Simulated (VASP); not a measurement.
Input of a VASP 6.6.1 run:

INCAR

```
  PREC = Accurate
  ENCUT = 600
  EDIFF = 1E-7
  ISMEAR = 0
  SIGMA = 0.1
  LREAL = False
  LASPH = True
  NELM = 60
  ALGO = Fast
  ISIF = 3
  LWAVE = False
  LCHARG = False
  GGA = PE
  IBRION = 2
  NSW = 100
  EDIFFG = -0.01
```

Contents of KPOINTS:

```
Automatic mesh
0
Gamma
  8 8 6
```

POSCAR

```
Ca2Al2O
1.0
    4.4334126167      0.0000000000      0.0000000000
    0.0000000000      4.4334126167      0.0000000000
    0.0000000000      0.0000000000      6.5526522718
Ca Al O
2 2 1
Direct
    0.5000000000      0.0000000000      0.0000000000
    0.0000000000      0.5000000000      0.0000000000
    0.5000000000      0.0000000000      0.5000000000
    0.0000000000      0.5000000000      0.5000000000
    0.5000000000      0.5000000000      0.0000000000
```

Potentials or basis: VASP PAW PBE potentials, release 64 (Ca_sv, Al, O).

Command:

```bash
$ cat potpaw_PBE.64/Ca_sv/POTCAR potpaw_PBE.64/Al/POTCAR potpaw_PBE.64/O/POTCAR > POTCAR
$ mpirun -np 1 vasp_std > vasp.out
```

**Question.** Predict the relaxed volume.

**Answer.** 25.96 Å³/atom.

**Question.** Predict the space group after relaxing (to 0.1 Å).

**Answer.** P4/mmm (No. 123).

**Question.** Predict the band gap on the k mesh.

**Answer.** Zero (bands 16 and 17 overlap by 0.95 eV).

Final structure:
```
Ca Al O
1.0
     4.42572    0.00000    0.00000
     0.00000    4.42572    0.00000
     0.00000    0.00000    6.62718
Ca Al O
2 2 1
Direct
  0.50000 0.00000 0.00000
  0.00000 0.50000 0.00000
  0.50000 0.00000 0.50000
  0.00000 0.50000 0.50000
  0.50000 0.50000 0.00000
```
